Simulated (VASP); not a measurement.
Runs of VASP 6.6.1 on Be2H. The structure is that of space group P-3m1 (No. 164), or close to it. The cells are those of the table. 

| task | potentials or basis | cell | k mesh | cutoff (eV) | second run | gap on the mesh (eV) | pressure (GPa) | relaxed volume (Å³/atom) | largest force (eV/Å) |
| --- | --- | --- | --- | --- | --- | --- | --- | --- | --- |
| relaxation of cell and atoms | VASP PAW PBE potentials, release 64 (Be, H_h) | relaxed from a = 2.428, b = 2.428, c = 4.234 Å, angles 90.0, 90.0, 120.0°, 3 atoms | 9 × 9 × 4 | 910 | hard_potentials | none | 0.0 | 6.74 | 0.01 |
| single point | VASP PAW PBE potentials, release 64 (Be, H) | a = 2.378, b = 2.378, c = 4.069 Å, angles 90.0, 90.0, 120.0°, 3 atoms | 9 × 9 × 4 | 520 | - | none | -0.2 | - | 0.01 |
| single point | VASP PAW PBE potentials, release 64 (Be, H) | a = 2.428, b = 2.428, c = 4.234 Å, angles 90.0, 90.0, 120.0°, 3 atoms | 9 × 9 × 4 | 520 | - | none | -3.5 | - | (a) |
| relaxation of cell and atoms | VASP PAW PBE potentials, release 64 (Be, H) | relaxed from a = 2.428, b = 2.428, c = 4.234 Å, angles 90.0, 90.0, 120.0°, 3 atoms | 9 × 9 × 4 | 600 | - | none | -0.1 | 6.74 | - |
| relaxation of cell and atoms | VASP PAW PBE potentials, release 64 (Be, H) | relaxed from a = 2.378, b = 2.378, c = 4.069 Å, angles 90.0, 90.0, 120.0°, 3 atoms | 24 × 24 × 12 | 600 | - | none | -0.1 | 6.74 | - |
| single point | VASP PAW PBE potentials, release 64 (Be, H) | a = 2.218, b = 2.218, c = 4.738 Å, angles 90.0, 90.0, 120.0°, 3 atoms | 24 × 24 × 12 | 520 | - | none | 0.0 | - | - |

Alike in all rows: level PBE; no spin polarisation; smearing gaussian 0.1 eV.

Task: Fill in the values left out.

Result: (a) 1.07.

Caveats: some runs use coarse meshes; forces of over 1 eV/Å act on the atoms, so gaps and moduli don't describe the material at rest (some runs).

A gap of «none» marks levels without a gap at the run's occupations.
